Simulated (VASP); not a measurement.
A run of VASP 6.6.1 is set up as follows.

INCAR

```
SYSTEM = CdS
  PREC = Accurate
  ENCUT = 520
  EDIFF = 1E-6
  ISMEAR = 0
  SIGMA = 0.01
  LREAL = .False.
  LASPH = .True.
  NELM = 60
  ALGO = Normal
  ISIF = 2
  LWAVE = .False.
  LCHARG = .False.
  GGA = PE
  NBANDS = 16
```

Contents of KPOINTS:

```
Automatic mesh
0
Gamma
  4 4 4
  0 0 0
```

File POSCAR:

```
CdS
1.0
    0.0783790624      3.0175939041      3.0175939041
    3.0175939041      0.0783790624      3.0175939041
    3.0175939041      3.0175939041      0.0783790624
Cd S
1 1
Direct
    0.0024257592      0.0024257592      0.0024257592
    0.2475742408      0.2475742408      0.2475742408
```

Potentials or basis: VASP PAW PBE potentials, release 64 (Cd, S).

Command:

```sh
$ cat potpaw_PBE.64/Cd/POTCAR potpaw_PBE.64/S/POTCAR > POTCAR
$ mpirun -np 1 vasp_std > vasp.out
```

**Question.** What does it give for the largest force?

**Answer.** 0.004 eV/Å.

**Question.** Predict the band gap on the k mesh.

**Answer.** 0.93 eV, direct.

**Question.** What does it give for the pressure?

**Answer.** -0.4 GPa.

Stress tensor (GPa, compression positive):
```
-0.40 -0.71 -0.71
-0.71 -0.40 -0.71
-0.71 -0.71 -0.40
```

Caveat: the k points lie up to 0.46 Å⁻¹ apart; the cell differs from its parent crystal (strain along [111] +4.0%).
